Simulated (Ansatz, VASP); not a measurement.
## One calculation of YNb2, two programs

```
CELL_PARAMETERS angstrom
-1.75208 1.75208 5.46639
1.75208 -1.75208 5.46639
1.75208 1.75208 -5.46639
ATOMIC_POSITIONS crystal
Y 0.00000 0.00000 0.00000
Nb 0.69588 0.69588 0.00000
Nb 0.30412 0.30412 0.00000
```

Alike in both runs: functional PBE; k mesh 6 × 6 × 6; occupations gaussian, width 0.1 eV; no spin polarisation.

Ansatz relaxed the structure, and its values are those at the end. VASP's run is a single point on that final structure, the one shown.

```csv
,VASP,Ansatz
version,VASP 6.6.1,Ansatz 0.2.0
potentials or method,"VASP PAW PBE potentials, release 64 (Y_sv, Nb_sv), cutoff 520 eV","scalar-relativistic, plane waves, PAW"
valence electrons in the cell,37,37
```

```csv
,VASP,Ansatz,Ansatz less VASP
gap on the k mesh at the Fermi level (eV),none,none,-
pressure (GPa),-0.1,0.1,+0.19
```

A gap of «none» marks a metal or a gap that the smearing closes.

The k mesh is coarse, so the values compare programs but aren't converged.
